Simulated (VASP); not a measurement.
Set up this calculation in VASP 6.6.1, as the native input.

```
Task                   : single point
Functional             : PBE
Potentials or basis    : VASP PAW PBE potentials, release 64 (Ti_sv, Sb, Se)
Cutoff                 : 520 eV
k mesh                 : 4 × 4 × 2
Occupations            : gaussian, width 0.1 eV
Spin                   : collinear spin
Starting moments       : [1.0, 0.0, 0.0, 0.0, 0.0] μB
Dipole correction      : no
Further INCAR settings : ALGO = Normal; EDIFF = 1e-06; NBANDS = 29
```

The structure of TiSb2Se2 lies in POSCAR:

```
TiSb2Se2
1.0
    5.2517431072      0.0000000000      0.0000000000
    0.0000000000      5.2517431072      0.0000000000
    0.0000000000      0.0000000000      8.3719273368
Ti Sb Se
1 2 2
Direct
    0.0000000000      0.0000000000      0.0000000000
    0.5000000000      0.0000000000      0.0000000000
    0.0000000000      0.5000000000      0.0000000000
    0.0000000000      0.0000000000      0.7158137728
    0.0000000000      0.0000000000      0.2841862272
```

The cell was generated, and may not be a known phase.

One way to write it, as run:

INCAR

```
PREC = Accurate ; ENCUT = 520
EDIFF = 1E-6 ; ISMEAR = 0
SIGMA = 0.1 ; LREAL = False
LASPH = True ; NELM = 150
ALGO = Normal ; ISIF = 2
LWAVE = False ; LCHARG = False
ISPIN = 2 ; MAGMOM = 1 0 0 0 0
LORBIT = 11 ; LMAXMIX = 4
GGA = PE ; NBANDS = 29
```

KPOINTS

```
Automatic mesh
0
Gamma
  4 4 2
```

Potentials or basis: VASP PAW PBE potentials, release 64 (Ti_sv, Sb, Se).

The run is started by

```bash
$ cat potpaw_PBE.64/Ti_sv/POTCAR potpaw_PBE.64/Sb/POTCAR potpaw_PBE.64/Se/POTCAR > POTCAR
$ mpirun -np 1 vasp_std > vasp.out
```

Results of the run:

The pressure is 0.1 GPa and the largest force is 0.028 eV/Å. The band gap on the k mesh is zero (filled and empty bands overlap), the net moment is 0.00 μB per cell and the valence electrons inside the program's atomic spheres are Ti 10.45; Sb 2.37; Se 3.74.

Caveat: the k points lie up to 0.38 Å⁻¹ apart; spin-orbit coupling is left out, which moves the levels of the heavy elements; this functional lacks dispersion, which binds layers or chains, so the pressure and a relaxed spacing across them are unreliable.

Run time: 8.8 min on 1 thread of Intel Xeon 8259CL, on a shared host, peak memory 0.46 GiB.
